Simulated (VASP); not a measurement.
MoS2 (rutile type): single point with PBE

Crystal: MoS2 (rutile type).

```
CELL_PARAMETERS angstrom
5.98943 0.00000 0.00000
0.00000 5.98943 0.00000
0.00000 0.00000 3.29555
ATOMIC_POSITIONS crystal
Mo 0.00000 0.00000 0.00000
Mo 0.50000 0.50000 0.50000
S 0.28701 0.28701 0.00000
S 0.71299 0.71299 0.00000
S 0.78701 0.21299 0.50000
S 0.21299 0.78701 0.50000
```

| Quantity | Value |
| --- | --- |
| Program | VASP 6.6.1 |
| Task | single point |
| Functional | PBE |
| Potentials or basis | VASP PAW PBE potentials, release 64 (Mo_sv, S) |
| Cutoff | 520 eV |
| k mesh | 6 × 6 × 10 |
| Occupations | fermi-dirac, width 0.03 eV |
| Spin | no spin polarisation |
| Dipole correction | no |
| Further INCAR settings | ALGO = Normal; EDIFF = 1e-06; NBANDS = 35 |

```json
{
 "Pressure": "-6.9 GPa",
 "Largest force": "0.247 eV/Å",
 "Band gap on the k mesh": "zero (bands 26 and 27 overlap by 0.90 eV)"
}
```

Forces in eV/Å, atoms in the order of the input:
```
Mo   0.000  0.000  0.000
Mo   0.000  0.000  0.000
S    0.175  0.175  0.000
S   -0.175 -0.175  0.000
S    0.175 -0.175  0.000
S   -0.175  0.175  0.000
```

Stress tensor (GPa, compression positive):
```
-7.04  0.00  0.00
 0.00 -7.04  0.00
 0.00  0.00 -6.72
```

Levels at points of the mesh, in eV from the Fermi level:
```csv
k point,band 23,band 24,band 25,band 26,band 27,band 28,band 29,band 30
"(0.00, 0.00, 0.00)",-1.25,-0.84,-0.84,-0.29,-0.29,-0.16,0.32,1.47
"(0.50, 0.00, 0.00)",-1.53,-1.53,-0.76,-0.76,0.82,0.82,0.96,0.96
"(0.50, 0.50, 0.00)",-1.84,-1.84,-0.85,-0.85,-0.27,-0.27,1.74,1.74
"(0.00, 0.00, 0.50)",-2.41,-2.41,0.46,0.46,1.01,1.01,1.46,1.46
"(0.50, 0.00, 0.50)",-1.51,-1.51,-1.25,-1.25,1.23,1.23,1.39,1.39
"(0.50, 0.50, 0.50)",-1.46,-1.46,0.11,0.11,0.16,0.16,1.37,1.37
```

Wall time 4.4 min on 1 thread of Intel Xeon 8259CL, with other jobs on the host, peak memory 0.37 GiB.

Caveat: the cell stands under tension.
